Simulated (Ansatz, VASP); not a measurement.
# InAs: VASP beside Ansatz

Contents of INCAR:

```
  PREC = Accurate
  ENCUT = 520
  EDIFF = 1E-6
  ISMEAR = 0
  SIGMA = 0.15
  LREAL = F
  LASPH = T
  NELM = 100
  ALGO = Normal
  ISIF = 2
  LWAVE = F
  LCHARG = F
  GGA = PE
  NBANDS = 16
```

The input KPOINTS:

```
Automatic mesh
0
Gamma
  14 14 14
```

Contents of POSCAR:

```
InAs
1.0
    0.0000000000      2.8788956277      3.4535696110
    3.4535696110      0.0000000000      3.4535696110
    3.4535696110      2.8788956277      0.0000000000
In As
1 1
Direct
    0.0000000000      0.0000000000      0.0000000000
    0.7500000000      0.7500000000      0.7500000000
```

Input for Ansatz:

```yaml
crystal:
  lattice:
    - [0.0, 2.8788956277, 3.453569611]
    - [3.453569611, 0.0, 3.453569611]
    - [3.453569611, 2.8788956277, 0.0]
  atoms:
    - { symbol: In, position: [0.0, 0.0, 0.0] }
    - { symbol: As, position: [0.75, 0.75, 0.75] }
basis:
  ecutwfc: 420
kpoints:
  mp_grid: { grid: [14, 14, 14] }
hamiltonian:
  xc: pbe
  pseudopotentials: { kind: paw, azcp: { folder: soft_1 } }
scf:
  occupations: { method: gaussian, width: 0.15 }
output:
  forces: true
  stress: true
  eigenvalues: true
  write_density: true
  write_potential: true
  elf: true
  volumetric_format: npy
```

Alike in both runs: task single point; functional PBE; k mesh 14 × 14 × 14; occupations gaussian, width 0.15 eV; no spin polarisation.

|  | VASP | Ansatz |
| --- | --- | --- |
| version | VASP 6.6.1 | Ansatz 0.2.0 |
| potentials or method | VASP PAW PBE potentials, release 64 (In_d, As), cutoff 520 eV | scalar-relativistic, plane waves, PAW |
| valence electrons in the cell | 18 | 28 |

|  | VASP | Ansatz | Ansatz less VASP |
| --- | --- | --- | --- |
| gap on the k mesh at the Fermi level (eV) | 0.02 | 0.02 | 0.000 |
| least direct gap on the mesh (eV) | 0.02 | 0.02 | 0.000 |
| pressure (GPa) | -5.2 | -5.2 | 0.00 |
| traceless stress, the component that is largest in VASP (GPa) | 2.96 | 2.96 | +0.002 |

The functional is the same, so the differences come from potentials, cutoffs and numerics. VASP's potentials hold 18 valence electrons a cell and Ansatz's 28, so a difference there can come from the potentials and not from the codes.
